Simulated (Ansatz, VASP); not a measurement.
# One calculation of HfO2, two programs

The input INCAR:

```
ALGO = Normal
EDIFF = 1E-6
EDIFFG = -0.008
ENCUT = 520
GGA = PE
IBRION = 2
ISIF = 2
ISMEAR = 0
LASPH = T
LCHARG = F
LREAL = F
LWAVE = F
NELM = 80
NSW = 60
PREC = Accurate
SIGMA = 0.02
```

File KPOINTS:

```
k-points
0
Gamma
  6 6 8
```

POSCAR

```
HfO2
1.0
    4.8803694249      0.0000000000      0.0000000000
    0.0000000000      4.8803694249      0.0000000000
    0.0000000000      0.0000000000      3.0434204353
Hf O
2 4
Direct
    0.0000000000      0.0000000000      0.0000000000
    0.5000000000      0.5000000000      0.5000000000
    0.1974756549      0.8025243451      0.5000000000
    0.3025243451      0.3025243451      0.0000000000
    0.6974756549      0.6974756549      0.0000000000
    0.8025243451      0.1974756549      0.5000000000
```

Input for Ansatz:

```yaml
crystal:
  lattice:
    - [4.8803694249, 0.0, 0.0]
    - [0.0, 4.8803694249, 0.0]
    - [0.0, 0.0, 3.0434204353]
  atoms:
    - { symbol: Hf, position: [0.0, 0.0, 0.0] }
    - { symbol: Hf, position: [0.5, 0.5, 0.5] }
    - { symbol: O, position: [0.1974756549, 0.8025243451, 0.5] }
    - { symbol: O, position: [0.3025243451, 0.3025243451, 0.0] }
    - { symbol: O, position: [0.6974756549, 0.6974756549, 0.0] }
    - { symbol: O, position: [0.8025243451, 0.1974756549, 0.5] }
basis:
  ecutwfc: 420
kpoints:
  mp_grid: { grid: [6, 6, 8] }
hamiltonian:
  xc: pbe
scf:
  occupations: { method: gaussian, width: 0.02 }
output:
  forces: true
  stress: true
  eigenvalues: true
relax:
  adjacent_minimum: "off"
  f_tol: 0.008
  max_steps: 40
```

Change from the starting cell: strain along c alone, the other axes held, atoms relaxed: -6.0 %.

Alike in both runs: task relaxation of the atoms; functional PBE; k mesh 6 × 6 × 8; occupations gaussian, width 0.02 eV; no spin polarisation.

```csv
,VASP,Ansatz
version,VASP 6.6.1,Ansatz 0.2.0
potentials or method,"VASP PAW PBE potentials, release 64 (Hf_pv, O), cutoff 520 eV","scalar-relativistic, plane waves, PAW"
valence electrons in the cell,44,76
```

Ansatz gave:

```
gap on the k mesh at the Fermi level, each at its own relaxed structure (eV) : 3.79
```

Problem. Which values does VASP return?

Solution. gap on the k mesh at the Fermi level, each at its own relaxed structure (eV): 3.77.

VASP's potentials hold 44 valence electrons a cell and Ansatz's 76, so a difference there can come from the potentials and not from the codes. Ansatz's warnings: stress scf threshold loose.

Spin-orbit coupling is off throughout.
